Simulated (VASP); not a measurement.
# ZnS (P-6m2) in VASP: further runs

Runs on ZnS. Level: PBE. Tasks: relaxation of cell and atoms, single point.

Program: VASP 6.6.1. These are calculated values, not measurements. Logs are shortened: lines on timing, memory, paths and dates and some standing lists are left out, and cuts for length are marked.

## 1. The cell of the first run

It takes space group P-6m2 (No. 187, hexagonal). The conventional cell has a = 3.312 Å, b = 3.312 Å, c = 3.261 Å, α = 90.00°, β = 90.00°, γ = 120.00°. Zn (site symmetry -6m2) has 6 S at 2.51 Å and 2 Zn at 3.26 Å within 3.3 Å. S (site symmetry -6m2) has 6 Zn at 2.51 Å and 2 S at 3.26 Å within 3.3 Å.

## 2. Relaxation of cell and atoms, PBE

Contents of INCAR:

```
PREC = Accurate
ENCUT = 500
EDIFF = 1E-7
ISMEAR = 0
SIGMA = 0.1
LREAL = F
LASPH = T
NELM = 120
ALGO = Normal
ISIF = 3
LWAVE = F
LCHARG = F
GGA = PE
IBRION = 2
NSW = 90
EDIFFG = -0.04
GGA_COMPAT = F
NELMIN = 4
```

Contents of KPOINTS:

```
Automatic mesh
0
Gamma
  6 6 6
```

Contents of POSCAR:

```
ZnS
1.0
    3.3119059700      0.0000000000      0.0000000000
   -1.6559529800      2.8681947000      0.0000000000
    0.0000000000      0.0000000000      3.2611111000
Zn S
1 1
Direct
    0.6666666700      0.3333333300      0.0000000000
    0.0000000000      0.0000000000      0.5000000000
```

Potentials or basis: VASP PAW PBE potentials, release 64 (Zn, S).

Run with:

```sh
$ cat potpaw_PBE.64/Zn/POTCAR potpaw_PBE.64/S/POTCAR > POTCAR
$ mpirun -np 1 vasp_std > vasp.out
```

OUTCAR:

```text
PREC = Accurate
   ENCUT = 500
   EDIFF = 1E-7
   ISMEAR = 0
   LREAL = F
   LASPH = T
   NELM = 120
   ISIF = 3
   GGA = PE
   IBRION = 2
   NSW = 90
   EDIFFG = -0.04
   NELMIN = 4

 ion  position               nearest neighbor table
   1  0.667  0.333  0.000-   2 2.51   2 2.51   2 2.51   2 2.51   2 2.51   2 2.51
   2  0.000  0.000  0.500-   1 2.51   1 2.51   1 2.51   1 2.51   1 2.51   1 2.51

  LATTYP: Found a hexagonal cell.
 ALAT       =     3.3119059700
 C/A-ratio  =     0.9846629492

  Lattice vectors:

 A1 = (   3.3119059700,   0.0000000000,   0.0000000000)
 A2 = (  -1.6559529800,   2.8681947000,   0.0000000000)
 A3 = (   0.0000000000,   0.0000000000,   3.2611111000)

Analysis of symmetry for initial positions (statically):
=====================================================================
 Subroutine PRICEL returns:
 Original cell was already a primitive cell.

 Routine SETGRP: Setting up the symmetry group for a
 hexagonal supercell.

 Subroutine GETGRP returns: Found 12 space group operations
 (whereof 12 operations were pure point group operations)
 out of a pool of 24 trial point group operations.

The static configuration has the point symmetry D_3h.

Analysis of symmetry for dynamics (positions and initial velocities):
=====================================================================
 Subroutine PRICEL returns:
 Original cell was already a primitive cell.

 Routine SETGRP: Setting up the symmetry group for a
 hexagonal supercell.

 Subroutine GETGRP returns: Found 12 space group operations
 (whereof 12 operations were pure point group operations)
 out of a pool of 24 trial point group operations.

The dynamic configuration has the point symmetry D_3h.

 Subroutine INISYM returns: Found 12 space group operations
 (whereof 12 operations are pure point group operations),
 and found     1 'primitive' translations

----------------------------------------------------------------------------------------

                                     Primitive cell

  volume of cell :      30.9779

  direct lattice vectors                    reciprocal lattice vectors
     3.311905970  0.000000000  0.000000000     0.301940939  0.174325682  0.000000000
    -1.655952980  2.868194700  0.000000000     0.000000000  0.348651366  0.000000000
     0.000000000  0.000000000  3.261111100     0.000000000  0.000000000  0.306643953

  length of vectors
     3.311905970  3.311905963  3.261111100     0.348651365  0.348651366  0.306643953

  position of ions in fractional coordinates (direct lattice)
     0.666666670  0.333333330  0.000000000
     0.000000000  0.000000000  0.500000000

  ion indices of the primitive-cell ions
   primitive index   ion index
                 1           1
                 2           2

----------------------------------------------------------------------------------------

 KPOINTS: Automatic mesh

Automatic generation of k-mesh.
 Grid dimensions read from file:
 generate k-points for:    6    6    6

 Generating k-lattice:

  Cartesian coordinates                     Fractional coordinates (reciprocal lattice)
     0.050323490  0.029054280  0.000000000     0.166666667  0.000000000  0.000000000
     0.000000000  0.058108561  0.000000000     0.000000000  0.166666667  0.000000000
     0.000000000  0.000000000  0.051107326     0.000000000  0.000000000  0.166666667

  Length of vectors
     0.058108561  0.058108561  0.051107326

  Shift w.r.t. Gamma in fractional coordinates (k-lattice)
     0.000000000  0.000000000  0.000000000

 Subroutine IBZKPT returns following result:
 ===========================================

 Found     28 irreducible k-points:

 Following reciprocal coordinates:
            Coordinates               Weight
  0.000000  0.000000  0.000000      1.000000
  0.166667  0.000000  0.000000      6.000000
  0.333333  0.000000  0.000000      6.000000
  0.500000  0.000000  0.000000      3.000000
  0.166667  0.166667  0.000000      6.000000
  0.333333  0.166667  0.000000     12.000000
[... 16 lines left out ...]
  0.166667  0.000000  0.500000      6.000000
  0.333333  0.000000  0.500000      6.000000
 [... further k-points ...]
   k-points           NKPTS =     28   k-points in BZ     NKDIM =     28   number of bands    NBANDS=     13
   number of dos      NEDOS =    301   number of ions     NIONS =      2
   total plane-waves  NPLWV =  13824
   dimension x,y,z NGX =    24 NGY =   24 NGZ =   24
   dimension x,y,z NGXF=    48 NGYF=   48 NGZF=   48
   ions per type =               1   1
   NGX,Y,Z   is equivalent  to a cutoff of  12.05, 12.05, 12.23 a.u.
   NGXF,Y,Z  is equivalent  to a cutoff of  24.09, 24.09, 24.47 a.u.
 SYSTEM =  unknown system
   PREC   = accura    normal or accurate (medium, high low for compatibility)
   ISTART =      0    job   : 0-new  1-cont  2-samecut
   ICHARG =      2    charge: 1-file 2-atom 10-const
   ISPIN  =      1    spin polarized calculation?
   LNONCOLLINEAR =      F non collinear calculations
   LSORBIT =      F    spin-orbit coupling
   LASPH  =      T    aspherical Exc in radial PAW
   ENCUT  =  500.0 eV  36.75 Ry    6.06 a.u.   6.04  6.04  5.95*2*pi/ulx,y,z
   NELM   =    120;   NELMIN=  4; NELMDL= -5     # of ELM steps
   EDIFF  = 0.1E-06   stopping-criterion for ELM
   LREAL  =      F    real-space projection
   EDIFFG = -.4E-01   stopping-criterion for IOM
   NSW    =     90    number of steps for IOM
   IBRION =      2    ionic relax: 0-MD 1-quasi-New 2-CG
   NFREE  =      1    steps in history (QN), initial steepest desc. (CG)
   ISIF   =      3    stress and relaxation
   ISYM   =      2    0-nonsym 1-usesym 2-fastsym
   POTIM  = 0.5000    time-step for ionic-motion
   TEBEG  =    0.0;   TEEND  =   0.0 temperature during run
   PSTRESS=    0.0 pullay stress
   NELECT =      18.0000    total number of electrons
   NUPDOWN=      -1.0000    fix difference up-down
   EMIN   =  10.00;   EMAX   =-10.00  energy-range for DOS
   EFERMI =   0.00;   METHOD = LEGACY
   ISMEAR =     0;   SIGMA  =   0.10  broadening in eV -4-tet -1-fermi 0-gaus
   EFERMI_NEDOS =   21; number of points for ismear=-14 and -15
   IALGO  =     38    algorithm
   IMIX   =      4    mixing-type and parameters
     AMIX     =   0.40;   BMIX     =  1.00
     AMIX_MAG =   1.60;   BMIX_MAG =  1.00
  volume/ion in A,a.u.               =      15.49       104.52
  Fermi-wavevector in a.u.,A,eV,Ry     =   1.366097  2.581549 25.391485  1.866221
  Thomas-Fermi vector in A             =   2.492268
   LORBIT       =      0    0 simple, 1 ext, 2 COOP (PROOUT), +10 PAW based schemes
   GGA     = PE    functional components
   LHFCALC =     F    Hartree Fock is set to
   AEXX    =    0.0000 exact exchange contribution
   IVDW    =     0    specifies the selected vdW correction
   LEPSILON=     F    determine dielectric tensor
   LRPA    =     F    only Hartree local field effects (RPA)
 conjugate gradient relaxation of ions
 non-spin polarized calculation
 Gauss-broadening in eV      SIGMA  =   0.10
  energy-cutoff  :      500.00
  volume of cell :       30.98
 maximum number of plane-waves:       810
   NGX = 13   NGY = 13   NGZ = 11

--------------------------------------- Ionic step        1  -------------------------------------------

 number of electron      18.0000000 magnetization

 Free energy of the ion-electron system (eV)
  ---------------------------------------------------
  ext. energy  EPLUGINS =         0.00000000
  ---------------------------------------------------
  free energy    TOTEN  =        -5.54814258 eV

  energy without entropy =       -5.54475785  energy(sigma->0) =       -5.54645022

 E-fermi :   4.8825     XC(G=0): -11.1483

 val. band max:        4.8144920449   @ k =   0.1667   0.0000   0.3333
 cond. band min:       5.0224765908   @ k =   0.3333   0.3333   0.0000
 fundamental gap:      0.2079845459
 Fermi energy:         4.8825390963

 k-point     1 :       0.0000    0.0000    0.0000
  band No.  band energies     occupation
      1      -9.8298      2.00000
      2      -2.0735      2.00000
      3      -2.0222      2.00000
      4      -2.0222      2.00000
      5      -1.6856      2.00000
      6      -1.6856      2.00000
      7       2.7991      2.00000
      8       4.6571      1.99857
      9       4.6571      1.99857
     10       5.8322      0.00000
     11      11.3100      0.00000
     12      12.2621      0.00000
     13      12.2621      0.00000
[... 353 lines left out ...]
 k-point    24 :       0.3333    0.0000    0.5000
  band No.  band energies     occupation
      1      -7.5311      2.00000
      2      -2.5624      2.00000
      3      -2.0637      2.00000
      4      -1.8264      2.00000
      5      -1.7011      2.00000
      6      -1.6603      2.00000
      7      -0.7771      2.00000
      8       1.4073      2.00000
      9       4.7549      1.92903
     10       5.7951      0.00000
     11      10.9793      0.00000
     12      11.2400      0.00000
     13      13.0247      0.00000

 [... further k-points ...]
[... 5 lines left out ...]
  --------------------------------------------------------------------------------------
  -------------------------------------------------------------------------------------
  Total        2.4798752      2.4798752      0.6769781      0.0000000      0.0000000      0.0000000
  in kB      128.2590989    128.2590985     35.0132950      0.0000002      0.0000000      0.0000000
  external PRESSURE =      97.1771641 kB  Pullay stress =       0.0000000 kB
[... 201 lines left out ...]
  energy  without entropy=       -5.7261517589  energy(sigma->0) =       -5.72631690

--------------------------------------- Ionic step        7  -------------------------------------------

 number of electron      17.9999962 magnetization

 Free energy of the ion-electron system (eV)
  ---------------------------------------------------
  ext. energy  EPLUGINS =         0.00000000
  ---------------------------------------------------
  free energy    TOTEN  =        -5.72663449 eV

  energy without entropy =       -5.72632800  energy(sigma->0) =       -5.72648124

 E-fermi :   3.9939     XC(G=0): -10.5666

 val. band max:        3.8374795375   @ k =   0.3333   0.0000   0.0000
 cond. band min:       4.1713045164   @ k =   0.3333   0.1667   0.0000
 fundamental gap:      0.3338249790
 Fermi energy:         3.9939079221

 k-point     1 :       0.0000    0.0000    0.0000
  band No.  band energies     occupation
      1     -10.2007      2.00000
      2      -2.9361      2.00000
      3      -2.9023      2.00000
      4      -2.9023      2.00000
      5      -2.5888      2.00000
      6      -2.5888      2.00000
      7       2.9499      2.00000
      8       2.9499      2.00000
      9       2.9629      2.00000
     10       4.4012      0.00000
     11      10.2252      0.00000
     12      10.2252      0.00000
     13      10.5032      0.00000
[... 353 lines left out ...]
 k-point    24 :       0.3333    0.0000    0.5000
  band No.  band energies     occupation
      1      -8.1079      2.00000
      2      -3.2211      2.00000
      3      -2.9684      2.00000
      4      -2.6917      2.00000
      5      -2.6271      2.00000
      6      -2.5559      2.00000
      7      -1.3539      2.00000
      8       0.6662      2.00000
      9       3.4379      2.00000
     10       4.6724      0.00000
     11       9.5154      0.00000
     12       9.6367      0.00000
     13      11.2997      0.00000

 [... further k-points ...]
[... 5 lines left out ...]
  --------------------------------------------------------------------------------------
  -------------------------------------------------------------------------------------
  Total        0.0264377      0.0264377      0.0165576      0.0000000     -0.0000000      0.0000000
  in kB        1.2251256      1.2251256      0.7672790      0.0000000     -0.0000000      0.0000000
  external PRESSURE =       1.0725101 kB  Pullay stress =       0.0000000 kB
[... 17 lines left out ...]
  FREE ENERGIE OF THE ION-ELECTRON SYSTEM (eV)
  ---------------------------------------------------
  free  energy   TOTEN  =        -5.7266344900 eV

  energy  without entropy=       -5.7263279991  energy(sigma->0) =       -5.72648124

 reached required accuracy - stopping structural energy minimisation
```

Run time: 30 s. Hardware: 1 thread of Intel Xeon 6975P-C, shared host; peak memory 0.15 GiB.

What came out:

- Free energy: -5.7266 eV
- Relaxed volume: 17.29 Å³/atom
- Relaxed cell: a = 3.558 Å, b = 3.558 Å, c = 3.154 Å, α = 90.00°, β = 90.00°, γ = 120.00°
- Space group after relaxing (to 0.05 Å): P-6m2 (No. 187)
- Energy gained by relaxing: 89.2 meV/atom
- Ionic steps: 7
- Pressure after relaxing: 0.1 GPa
- Band gap on the k mesh: zero (band 9 reaches 4.34 eV, above the bottom of band 10 at 3.34 eV)

Step by step:
```csv
step,energy change (eV),largest force (eV/Å),pressure (GPa),volume (Å³)
1,0.0000,0.0000,9.72,30.98
2,-0.1304,0.0000,-2.16,35.36
3,-0.1311,0.0000,-1.47,35.01
4,-0.1708,0.0000,-0.85,34.87
5,-0.1783,0.0000,-0.37,34.79
6,-0.1783,0.0000,-0.35,34.78
7,-0.1785,0.0000,0.11,34.57
```

Final structure:
```cif
data_structure
_symmetry_space_group_name_H-M 'P 1'
_symmetry_Int_Tables_number 1
_cell_length_a 3.5577
_cell_length_b 3.5577
_cell_length_c 3.1542
_cell_angle_alpha 90.000
_cell_angle_beta 90.000
_cell_angle_gamma 120.000
_cell_volume 34.57
loop_
_atom_site_label
_atom_site_type_symbol
_atom_site_fract_x
_atom_site_fract_y
_atom_site_fract_z
_atom_site_occupancy
Zn1 Zn 0.66667 0.33333 0.00000 1
S1 S 0.00000 0.00000 0.50000 1
```

Caveat: the k points lie up to 0.34 Å⁻¹ apart in the final cell.

## 3. Single point, PBE

This run uses another cell than the first one, of 17.36 Å³/atom, 1.121 times its volume.

Contents of INCAR:

```
PREC = Accurate
ENCUT = 500
EDIFF = 1E-6
ISMEAR = 0
SIGMA = 0.1
LREAL = F
LASPH = T
NELM = 120
ALGO = Normal
ISIF = 2
LWAVE = F
LCHARG = F
GGA = PE
NBANDS = 16
GGA_COMPAT = F
```

Contents of KPOINTS:

```
Automatic mesh
0
Gamma
  18 18 18
```

Contents of POSCAR:

```
ZnS
1.0
    3.5498483067      0.0000000000      0.0000000000
   -1.7749241534      3.0742588132      0.0000000000
    0.0000000000      0.0000000000      3.1819482873
Zn S
1 1
Direct
    0.6666666667      0.3333333333      0.0000000000
    0.0000000000      0.0000000000      0.5000000000
```

Potentials or basis: VASP PAW PBE potentials, release 64 (Zn, S).

Run with:

```sh
$ cat potpaw_PBE.64/Zn/POTCAR potpaw_PBE.64/S/POTCAR > POTCAR
$ mpirun -np 1 vasp_std > vasp.out
```

Run time: 2 min. Hardware: 1 thread of Intel Xeon 6975P-C, shared host; peak memory 0.3 GiB.

It converged, with:

```yaml
Free_energy: -5.7070 eV
Pressure: 0.1 GPa
Band_gap_on_the_k_mesh: zero (band 9 reaches 4.27 eV, above the bottom of band 10 at 3.18 eV)
```

Levels at points of the mesh, in eV from the Fermi level:
| k point | band 7 | band 8 | band 9 | band 10 | band 11 | band 12 |
| --- | --- | --- | --- | --- | --- | --- |
| (0.00, 0.00, 0.00) | -1.00 | -0.85 | -0.85 | 0.49 | 6.42 | 6.42 |
| (0.50, 0.00, 0.00) | -5.85 | -2.36 | 0.25 | 2.21 | 6.73 | 7.73 |
| (0.00, 0.00, 0.50) | -5.90 | -0.05 | -0.05 | 4.82 | 5.62 | 8.14 |
| (0.50, 0.00, 0.50) | -4.54 | -4.02 | -0.76 | -0.51 | 5.25 | 5.31 |
